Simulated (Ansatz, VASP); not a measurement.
AlP in VASP and in Ansatz

The input INCAR:

```
SYSTEM = AlP
ALGO = Normal ; EDIFF = 1E-6
ENCUT = 500 ; GGA = PE
GGA_COMPAT = .False. ; ISIF = 2
ISMEAR = -1 ; LASPH = .True.
LCHARG = .True. ; LELF = .True.
LREAL = .False. ; LVHAR = .True.
LWAVE = .False. ; NBANDS = 11
NELM = 120 ; PREC = Accurate
SIGMA = 0.02
```

The input KPOINTS:

```
k-points
0
Gamma
  8 8 8
  0 0 0
```

POSCAR

```
AlP
1.0
    0.0000000000      2.7392572066      2.7392572066
    2.7392572066      0.0000000000      2.7392572066
    2.7392572066      2.7392572066      0.0000000000
Al P
1 1
Direct
    0.0000000000      0.0000000000      0.0000000000
    0.2500000000      0.2500000000      0.2500000000
```

Input for Ansatz:

```yaml
crystal:
  lattice:
    - [0.0, 2.7392572066, 2.7392572066]
    - [2.7392572066, 0.0, 2.7392572066]
    - [2.7392572066, 2.7392572066, 0.0]
  atoms:
    - { symbol: Al, position: [0.0, 0.0, 0.0] }
    - { symbol: P, position: [0.25, 0.25, 0.25] }
kpoints:
  mp_grid: { grid: [8, 8, 8] }
  band_path:
    path:
      - [0.0, 0.0, 0.0]
      - [-0.5, -0.5, 0.0]
      - [-0.375, -0.375, 0.25]
      - [-0.375, 0.0, 0.375]
      - [0.0, 0.0, 0.5]
      - [-0.5, -0.25, 0.25]
      - [0.0, 0.5, 0.5]
    npoints: 1
hamiltonian:
  xc: pbe
scf:
  occupations: { method: fermi_dirac, width: 0.02 }
  n_extra_bands: 4
output:
  forces: true
  stress: true
  eigenvalues: true
```

Alike in both runs: task single point; functional PBE; k mesh 8 × 8 × 8; occupations fermi-dirac, width 0.02 eV; no spin polarisation.

```csv
,VASP,Ansatz
version,VASP 6.6.1,Ansatz 0.2.0
potentials or method,"VASP PAW PBE potentials, release 64 (Al, P)","plane waves, PAW"
plane-wave cutoff (eV),500,420
valence electrons in the cell,8,8
```

|  | VASP | Ansatz | Ansatz less VASP |
| --- | --- | --- | --- |
| gap on the k mesh at the Fermi level (eV) | 1.60 | 1.60 | +0.002 |
| pressure (GPa) | 1.3 | 1.4 | +0.10 |
